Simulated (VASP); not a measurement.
# TaN (P-62m) in VASP: a series of runs

TaN is run at these levels: LDA; tasks: single point.

All numbers are computed with VASP 6.6.1; they aren't measurements. Logs are shortened: lines on timing, memory, paths and dates and some standing lists are left out, and cuts for length are marked.

**1. The cell of the first run**

It takes space group P-62m (No. 189, hexagonal). Conventional cell: a = 5.196 Å, b = 5.196 Å, c = 2.911 Å, α = 90.00°, β = 90.00°, γ = 120.00°. Ta (site symmetry -6) has 6 N at 2.16 Å within 2.9 Å. Ta (site symmetry -62m) has 3 N at 2.04 Å within 2.7 Å. N (site symmetry m2m) has 5 Ta at 2.04 to 2.16 Å within 2.7 Å.

**2. Single point, LDA**

INCAR

```
PREC = Accurate
ENCUT = 520
EDIFF = 1E-6
ISMEAR = 0
SIGMA = 0.1
LREAL = F
LASPH = T
NELM = 100
ALGO = Normal
ISIF = 2
LWAVE = F
LCHARG = F
NBANDS = 33
```

KPOINTS

```
Automatic mesh
0
Gamma
  5 5 8
```

POSCAR

```
TaN
1.0
    5.1960000000      0.0000000000      0.0000000000
   -2.5980000000      4.4998679981      0.0000000000
    0.0000000000      0.0000000000      2.9110000000
Ta N
3 3
Direct
    0.3333333333      0.6666666667      0.5000000000
    0.6666666667      0.3333333333      0.5000000000
    0.0000000000      0.0000000000      0.0000000000
    0.3928500000      0.0000000000      0.0000000000
    0.6071500000      0.6071500000      0.0000000000
    0.0000000000      0.3928500000      0.0000000000
```

Potentials or basis: VASP PAW LDA potentials, release 64 (Ta_pv, N).

Command:

```bash
cat potpaw_LDA.64/Ta_pv/POTCAR potpaw_LDA.64/N/POTCAR > POTCAR
mpirun -np 1 vasp_std > vasp.out
```

OUTCAR:

```text
PREC = Accurate
   ENCUT = 520
   EDIFF = 1E-6
   ISMEAR = 0
   LREAL = F
   LASPH = T
   NELM = 100
   ISIF = 2

 ion  position               nearest neighbor table
   1  0.333  0.667  0.500-   4 2.16   4 2.16   6 2.16   6 2.16   5 2.16   5 2.16   2 3.00   2 3.00
                             2 3.00   3 3.33   3 3.33   3 3.33   3 3.33   3 3.33   3 3.33
   2  0.667  0.333  0.500-   6 2.16   6 2.16   4 2.16   4 2.16   5 2.16   5 2.16   1 3.00   1 3.00
                             1 3.00   3 3.33   3 3.33   3 3.33   3 3.33   3 3.33   3 3.33
   3  0.000  0.000  0.000-   4 2.04   5 2.04   6 2.04   2 3.33   1 3.33   1 3.33   2 3.33   2 3.33
                             2 3.33   1 3.33   1 3.33   2 3.33   2 3.33   1 3.33   1 3.33
   4  0.393  0.000  0.000-   3 2.04   1 2.16   1 2.16   2 2.16   2 2.16
   5  0.607  0.607  0.000-   3 2.04   1 2.16   1 2.16   2 2.16   2 2.16
   6  0.000  0.393  0.000-   3 2.04   2 2.16   2 2.16   1 2.16   1 2.16

  LATTYP: Found a hexagonal cell.
 ALAT       =     5.1960000000
 C/A-ratio  =     0.5602386451

  Lattice vectors:

 A1 = (   5.1960000000,   0.0000000000,   0.0000000000)
 A2 = (  -2.5980000000,   4.4998679981,   0.0000000000)
 A3 = (   0.0000000000,   0.0000000000,   2.9110000000)

Analysis of symmetry for initial positions (statically):
=====================================================================
 Subroutine PRICEL returns:
 Original cell was already a primitive cell.

 Routine SETGRP: Setting up the symmetry group for a
 hexagonal supercell.

 Subroutine GETGRP returns: Found 12 space group operations
 (whereof 12 operations were pure point group operations)
 out of a pool of 24 trial point group operations.

The static configuration has the point symmetry D_3h.

Analysis of symmetry for dynamics (positions and initial velocities):
=====================================================================
 Subroutine PRICEL returns:
 Original cell was already a primitive cell.

 Routine SETGRP: Setting up the symmetry group for a
 hexagonal supercell.

 Subroutine GETGRP returns: Found 12 space group operations
 (whereof 12 operations were pure point group operations)
 out of a pool of 24 trial point group operations.

The dynamic configuration has the point symmetry D_3h.

 Subroutine INISYM returns: Found 12 space group operations
 (whereof 12 operations are pure point group operations),
 and found     1 'primitive' translations

----------------------------------------------------------------------------------------

                                     Primitive cell

  volume of cell :      68.0630

  direct lattice vectors                    reciprocal lattice vectors
     5.196000000  0.000000000  0.000000000     0.192455735  0.111114371  0.000000000
    -2.598000000  4.499867998  0.000000000     0.000000000  0.222228741  0.000000000
     0.000000000  0.000000000  2.911000000     0.000000000  0.000000000  0.343524562

  length of vectors
     5.196000000  5.196000000  2.911000000     0.222228741  0.222228741  0.343524562

  position of ions in fractional coordinates (direct lattice)
     0.333333333  0.666666667  0.500000000
     0.666666667  0.333333333  0.500000000
     0.000000000  0.000000000  0.000000000
     0.392850000  0.000000000  0.000000000
     0.607150000  0.607150000  0.000000000
     0.000000000  0.392850000  0.000000000

  ion indices of the primitive-cell ions
   primitive index   ion index
                 1           1
                 2           2
                 3           3
                 4           4
                 5           5
                 6           6

----------------------------------------------------------------------------------------

 KPOINTS: Automatic mesh

Automatic generation of k-mesh.
 Grid dimensions read from file:
 generate k-points for:    5    5    8

 Generating k-lattice:

  Cartesian coordinates                     Fractional coordinates (reciprocal lattice)
     0.038491147  0.022222874  0.000000000     0.200000000 -0.000000000  0.000000000
     0.000000000  0.044445748  0.000000000     0.000000000  0.200000000  0.000000000
     0.000000000  0.000000000  0.042940570     0.000000000  0.000000000  0.125000000

  Length of vectors
     0.044445748  0.044445748  0.042940570

  Shift w.r.t. Gamma in fractional coordinates (k-lattice)
     0.000000000  0.000000000  0.000000000

 Subroutine IBZKPT returns following result:
 ===========================================

 Found     25 irreducible k-points:

 Following reciprocal coordinates:
            Coordinates               Weight
  0.000000  0.000000  0.000000      1.000000
  0.200000  0.000000  0.000000      6.000000
  0.400000  0.000000  0.000000      6.000000
  0.200000  0.200000  0.000000      6.000000
  0.400000  0.200000  0.000000      6.000000
  0.000000  0.000000  0.125000      2.000000
[... 16 lines left out ...]
  0.400000  0.000000  0.500000      6.000000
  0.200000  0.200000  0.500000      6.000000
   k-points           NKPTS =     25   k-points in BZ     NKDIM =     25   number of bands    NBANDS=     33
   number of dos      NEDOS =    301   number of ions     NIONS =      6
   total plane-waves  NPLWV =  38400
   dimension x,y,z NGX =    40 NGY =   40 NGZ =   24
   dimension x,y,z NGXF=    80 NGYF=   80 NGZF=   48
   ions per type =               3   3
   NGX,Y,Z   is equivalent  to a cutoff of  12.80, 12.80, 13.71 a.u.
   NGXF,Y,Z  is equivalent  to a cutoff of  25.60, 25.60, 27.41 a.u.
 SYSTEM =  unknown system
   PREC   = accura    normal or accurate (medium, high low for compatibility)
   ISTART =      0    job   : 0-new  1-cont  2-samecut
   ICHARG =      2    charge: 1-file 2-atom 10-const
   ISPIN  =      1    spin polarized calculation?
   LNONCOLLINEAR =      F non collinear calculations
   LSORBIT =      F    spin-orbit coupling
   LASPH  =      T    aspherical Exc in radial PAW
   ENCUT  =  520.0 eV  38.22 Ry    6.18 a.u.   9.66  9.66  5.41*2*pi/ulx,y,z
   NELM   =    100;   NELMIN=  2; NELMDL= -5     # of ELM steps
   EDIFF  = 0.1E-05   stopping-criterion for ELM
   LREAL  =      F    real-space projection
   EDIFFG = 0.1E-04   stopping-criterion for IOM
   NSW    =      0    number of steps for IOM
   IBRION =     -1    ionic relax: 0-MD 1-quasi-New 2-CG
   NFREE  =      0    steps in history (QN), initial steepest desc. (CG)
   ISIF   =      2    stress and relaxation
   ISYM   =      2    0-nonsym 1-usesym 2-fastsym
   POTIM  = 0.5000    time-step for ionic-motion
   TEBEG  =    0.0;   TEEND  =   0.0 temperature during run
   PSTRESS=    0.0 pullay stress
   NELECT =      48.0000    total number of electrons
   NUPDOWN=      -1.0000    fix difference up-down
   EMIN   =  10.00;   EMAX   =-10.00  energy-range for DOS
   EFERMI =   0.00;   METHOD = LEGACY
   ISMEAR =     0;   SIGMA  =   0.10  broadening in eV -4-tet -1-fermi 0-gaus
   EFERMI_NEDOS =   21; number of points for ismear=-14 and -15
   IALGO  =     38    algorithm
   IMIX   =      4    mixing-type and parameters
     AMIX     =   0.40;   BMIX     =  1.00
     AMIX_MAG =   1.60;   BMIX_MAG =  1.00
  volume/ion in A,a.u.               =      11.34        76.55
  Fermi-wavevector in a.u.,A,eV,Ry     =   1.457197  2.753703 28.890916  2.123422
  Thomas-Fermi vector in A             =   2.574026
   LORBIT       =      0    0 simple, 1 ext, 2 COOP (PROOUT), +10 PAW based schemes
   GGA     = CA    functional components
   LHFCALC =     F    Hartree Fock is set to
   AEXX    =    0.0000 exact exchange contribution
   IVDW    =     0    specifies the selected vdW correction
   LEPSILON=     F    determine dielectric tensor
   LRPA    =     F    only Hartree local field effects (RPA)
 non-spin polarized calculation
 Gauss-broadening in eV      SIGMA  =   0.10
  energy-cutoff  :      520.00
  volume of cell :       68.06
 maximum number of plane-waves:      1860
 NGX is ok and might be reduce to    40
   NGX = 19   NGY = 19   NGZ = 11

 number of electron      48.0000002 magnetization

 Free energy of the ion-electron system (eV)
  ---------------------------------------------------
  ext. energy  EPLUGINS =         0.00000000
  ---------------------------------------------------
  free energy    TOTEN  =       -74.09770793 eV

  energy without entropy =      -74.09152783  energy(sigma->0) =      -74.09461788

 E-fermi :   8.3804     XC(G=0): -13.2421

 val. band max:        8.1107058853   @ k =   0.2000   0.0000   0.1250
 cond. band min:       8.4247681360   @ k =   0.2000   0.0000   0.2500
 fundamental gap:      0.3140622507
 Fermi energy:         8.3803761522

 k-point     1 :       0.0000    0.0000    0.0000
  band No.  band energies     occupation
      1     -27.8455      2.00000
      2     -27.8455      2.00000
      3     -27.4880      2.00000
      4     -27.4880      2.00000
      5     -27.3122      2.00000
      6     -27.2021      2.00000
[... 25 lines left out ...]
     32      11.3154      0.00000
     33      11.3154      0.00000

 k-point     2 :       0.2000    0.0000    0.0000
  band No.  band energies     occupation
      1     -27.8768      2.00000
      2     -27.8330      2.00000
      3     -27.4657      2.00000
      4     -27.4467      2.00000
      5     -27.3024      2.00000
      6     -27.2111      2.00000
[... 25 lines left out ...]
     32      11.6048      0.00000
     33      11.6092      0.00000

 k-point     3 :       0.4000    0.0000    0.0000
  band No.  band energies     occupation
      1     -27.9184      2.00000
      2     -27.7628      2.00000
      3     -27.5197      2.00000
      4     -27.3870      2.00000
      5     -27.2800      2.00000
      6     -27.2323      2.00000
[... 25 lines left out ...]
     32      11.9664      0.00000
     33      12.1858      0.00000

 k-point     4 :       0.2000    0.2000    0.0000
  band No.  band energies     occupation
      1     -27.8940      2.00000
      2     -27.8010      2.00000
      3     -27.5060      2.00000
      4     -27.3941      2.00000
      5     -27.2856      2.00000
      6     -27.2269      2.00000
[... 673 lines left out ...]
     32      12.5097      0.00000
     33      12.6099      0.00000

 k-point    23 :       0.4000    0.0000    0.5000
  band No.  band energies     occupation
      1     -28.1433      2.00000
      2     -28.0378      2.00000
      3     -27.7223      2.00000
      4     -27.6302      2.00000
      5     -27.4027      2.00000
      6     -27.2804      2.00000
[... 25 lines left out ...]
     32      13.2153      0.00000
     33      13.4789      0.00000

 k-point    24 :       0.2000    0.2000    0.5000
  band No.  band energies     occupation
      1     -28.1478      2.00000
      2     -28.0307      2.00000
      3     -27.7329      2.00000
      4     -27.6164      2.00000
      5     -27.4058      2.00000
      6     -27.2789      2.00000
[... 25 lines left out ...]
     32      13.0506      0.00000
     33      13.4251      0.00000

 [... further k-points ...]
[... 5 lines left out ...]
  --------------------------------------------------------------------------------------
  -------------------------------------------------------------------------------------
  Total       -3.1371331     -3.1371331     -4.3145042      0.0000000      0.0000000      0.0000000
  in kB      -73.8469232    -73.8469232   -101.5617913      0.0000000      0.0000000      0.0000000
  external PRESSURE =     -83.0852126 kB  Pullay stress =       0.0000000 kB

 VOLUME and BASIS-vectors are now :
 -----------------------------------------------------------------------------
  energy-cutoff  :      520.00
  volume of cell :       68.06
      direct lattice vectors                 reciprocal lattice vectors
     5.196000000  0.000000000  0.000000000     0.192455735  0.111114371  0.000000000
    -2.598000000  4.499867998  0.000000000     0.000000000  0.222228741  0.000000000
     0.000000000  0.000000000  2.911000000     0.000000000  0.000000000  0.343524562

 POSITION                                       TOTAL-FORCE (eV/Angst)
 -----------------------------------------------------------------------------------
     -0.00000      2.99991      1.45550         0.000000      0.000000      0.000000
      2.59800      1.49996      1.45550         0.000000      0.000000      0.000000
      0.00000      0.00000      0.00000        -0.000000      0.000000      0.000000
      2.04125      0.00000      0.00000        -0.064582      0.000000      0.000000
      1.57738      2.73209      0.00000         0.032291      0.055930     -0.000000
     -1.02062      1.76777      0.00000         0.032291     -0.055930      0.000000
 -----------------------------------------------------------------------------------
    total drift:                               -0.000002     -0.000003      0.000000

  FREE ENERGIE OF THE ION-ELECTRON SYSTEM (eV)
  ---------------------------------------------------
  free  energy   TOTEN  =       -74.0977079343 eV

  energy  without entropy=      -74.0915278284  energy(sigma->0) =      -74.09461788
```

Run time: 23 s. Hardware: 1 thread of Intel Xeon 6975P-C (Granite Rapids), shared host; peak memory 0.18 GiB.

What came out:

```yaml
Free_energy: -74.0977 eV
Pressure: -8.3 GPa
Largest_force: 0.065 eV/Å
Band_gap_on_the_k_mesh: zero (band 24 reaches 10.07 eV, above the bottom of band 25 at 6.99 eV)
```

Forces on the atoms (eV/Å):
```
Ta   0.000  0.000  0.000
Ta   0.000  0.000  0.000
Ta   0.000  0.000  0.000
N   -0.065  0.000  0.000
N    0.032  0.056  0.000
N    0.032 -0.056  0.000
```

Stress tensor (GPa, compression positive):
```
 -7.38   0.00   0.00
  0.00  -7.38   0.00
  0.00   0.00 -10.16
```

Caveat: spin-orbit coupling is left out, which moves the levels of the heavy elements.

**3. Single point, LDA**

INCAR

```
SYSTEM = TaN
ALGO = Normal
EDIFF = 1E-6
ENCUT = 520
GGA = CA
ISIF = 2
ISMEAR = 0
LASPH = .TRUE.
LCHARG = .FALSE.
LREAL = .FALSE.
LWAVE = .FALSE.
NBANDS = 33
NELM = 60
PREC = Accurate
SIGMA = 0.1
```

KPOINTS

```
k-points
0
G
  5 5 8
  0 0 0
```

POSCAR is that of step 2.

Potentials or basis: VASP PAW LDA potentials, release 64 (Ta_pv, N).

Command:

```bash
cat potpaw_LDA.64/Ta_pv/POTCAR potpaw_LDA.64/N/POTCAR > POTCAR
mpirun -np 1 vasp_std > vasp.out
```

OUTCAR:

```text
SYSTEM = TaN
   EDIFF = 1E-6
   ENCUT = 520
   GGA = CA
   ISIF = 2
   ISMEAR = 0
   LASPH = .TRUE.
   LREAL = .FALSE.
   NELM = 60
   PREC = Accurate

 ion  position               nearest neighbor table
   1  0.333  0.667  0.500-   4 2.16   4 2.16   6 2.16   6 2.16   5 2.16   5 2.16   2 3.00   2 3.00
                             2 3.00   3 3.33   3 3.33   3 3.33   3 3.33   3 3.33   3 3.33
   2  0.667  0.333  0.500-   6 2.16   6 2.16   4 2.16   4 2.16   5 2.16   5 2.16   1 3.00   1 3.00
                             1 3.00   3 3.33   3 3.33   3 3.33   3 3.33   3 3.33   3 3.33
   3  0.000  0.000  0.000-   4 2.04   5 2.04   6 2.04   2 3.33   1 3.33   1 3.33   2 3.33   2 3.33
                             2 3.33   1 3.33   1 3.33   2 3.33   2 3.33   1 3.33   1 3.33
   4  0.393  0.000  0.000-   3 2.04   1 2.16   1 2.16   2 2.16   2 2.16
   5  0.607  0.607  0.000-   3 2.04   1 2.16   1 2.16   2 2.16   2 2.16
   6  0.000  0.393  0.000-   3 2.04   2 2.16   2 2.16   1 2.16   1 2.16

  LATTYP: Found a hexagonal cell.
 ALAT       =     5.1960000000
 C/A-ratio  =     0.5602386451

  Lattice vectors:

 A1 = (   5.1960000000,   0.0000000000,   0.0000000000)
 A2 = (  -2.5980000000,   4.4998679981,   0.0000000000)
 A3 = (   0.0000000000,   0.0000000000,   2.9110000000)

[... 181 lines left out ...]

 E-fermi :   8.3804     XC(G=0): -13.2421

 val. band max:        8.1107058853   @ k =   0.2000   0.0000   0.1250
 cond. band min:       8.4247681360   @ k =   0.2000   0.0000   0.2500
 fundamental gap:      0.3140622507
 Fermi energy:         8.3803761522

 k-point     1 :       0.0000    0.0000    0.0000
  band No.  band energies     occupation
      1     -27.8455      2.00000
      2     -27.8455      2.00000
      3     -27.4880      2.00000
      4     -27.4880      2.00000
      5     -27.3122      2.00000
      6     -27.2021      2.00000
[... 853 lines left out ...]
     32      13.0506      0.00000
     33      13.4251      0.00000

 [... further k-points ...]
[... 5 lines left out ...]
  --------------------------------------------------------------------------------------
  -------------------------------------------------------------------------------------
  Total       -3.1371331     -3.1371331     -4.3145042      0.0000000      0.0000000      0.0000000
  in kB      -73.8469232    -73.8469232   -101.5617913      0.0000000      0.0000000      0.0000000
  external PRESSURE =     -83.0852126 kB  Pullay stress =       0.0000000 kB

 VOLUME and BASIS-vectors are now :
 -----------------------------------------------------------------------------
  energy-cutoff  :      520.00
  volume of cell :       68.06
      direct lattice vectors                 reciprocal lattice vectors
     5.196000000  0.000000000  0.000000000     0.192455735  0.111114371  0.000000000
    -2.598000000  4.499867998  0.000000000     0.000000000  0.222228741  0.000000000
     0.000000000  0.000000000  2.911000000     0.000000000  0.000000000  0.343524562

 POSITION                                       TOTAL-FORCE (eV/Angst)
 -----------------------------------------------------------------------------------
     -0.00000      2.99991      1.45550         0.000000      0.000000      0.000000
      2.59800      1.49996      1.45550         0.000000      0.000000      0.000000
      0.00000      0.00000      0.00000        -0.000000      0.000000      0.000000
      2.04125      0.00000      0.00000        -0.064582      0.000000      0.000000
      1.57738      2.73209      0.00000         0.032291      0.055930     -0.000000
     -1.02062      1.76777      0.00000         0.032291     -0.055930      0.000000
 -----------------------------------------------------------------------------------
    total drift:                               -0.000002     -0.000003      0.000000

  FREE ENERGIE OF THE ION-ELECTRON SYSTEM (eV)
  ---------------------------------------------------
  free  energy   TOTEN  =       -74.0977079343 eV

  energy  without entropy=      -74.0915278284  energy(sigma->0) =      -74.09461788
```

OSZICAR:

```text
N       E                     dE             d eps       ncg     rms          rms(c)
DAV:   1     0.434359293941E+03    0.43436E+03   -0.26020E+04  1650   0.152E+03
DAV:   2    -0.554566100808E+02   -0.48982E+03   -0.46642E+03  1896   0.440E+02
DAV:   3    -0.834933466683E+02   -0.28037E+02   -0.27552E+02  2022   0.101E+02
DAV:   4    -0.840061681391E+02   -0.51282E+00   -0.50963E+00  2052   0.132E+01
DAV:   5    -0.840183005351E+02   -0.12132E-01   -0.12121E-01  2132   0.160E+00    0.433E+01
DAV:   6    -0.745088668484E+02    0.95094E+01   -0.49900E+01  2017   0.371E+01    0.182E+01
DAV:   7    -0.741988195340E+02    0.31005E+00   -0.26104E+00  2011   0.827E+00    0.105E+01
DAV:   8    -0.741138620201E+02    0.84958E-01   -0.37393E-01  2007   0.365E+00    0.890E-01
DAV:   9    -0.740988309761E+02    0.15031E-01   -0.40008E-02  2091   0.142E+00    0.368E-01
DAV:  10    -0.740979824276E+02    0.84855E-03   -0.10210E-02  1995   0.487E-01    0.170E-01
DAV:  11    -0.740977626771E+02    0.21975E-03   -0.20368E-03  2055   0.284E-01    0.547E-02
DAV:  12    -0.740977068844E+02    0.55793E-04   -0.26274E-04  1990   0.855E-02    0.162E-02
DAV:  13    -0.740977078911E+02   -0.10067E-05   -0.12311E-05  1881   0.203E-02    0.397E-03
DAV:  14    -0.740977079343E+02   -0.43219E-07   -0.29940E-07  1118   0.385E-03
   1 F= -.74097708E+02 E0= -.74094618E+02  d E =-.618011E-02
```

stdout:

```text
POSCAR found type information on POSCAR TaN
 POSCAR found :  2 types and       6 ions
 scaLAPACK will be used
 LDA part: xc-table for (Slater(with rela. corr.)+CA(PZ))
 , standard interpolation
 POSCAR, INCAR and KPOINTS ok, starting setup
 FFT: planning ... GRIDC
 FFT: planning ... GRID_SOFT
 FFT: planning ... GRID
 WAVECAR not read
 entering main loop
```

Wall time 29 s (1 thread of Intel Xeon 6975P-C (Granite Rapids), shared host); peak memory 0.18 GiB.

Results:

```
Free energy            : -74.0977 eV
Pressure               : -8.3 GPa
Largest force          : 0.065 eV/Å
Band gap on the k mesh : zero (band 24 reaches 10.07 eV, above the bottom of band 25 at 6.99 eV)
```

Forces in eV/Å, atoms in the order of the input:
```
Ta   0.000  0.000  0.000
Ta   0.000  0.000  0.000
Ta   0.000  0.000  0.000
N   -0.065  0.000  0.000
N    0.032  0.056  0.000
N    0.032 -0.056  0.000
```

Caveat: spin-orbit coupling is left out, which moves the levels of the heavy elements.
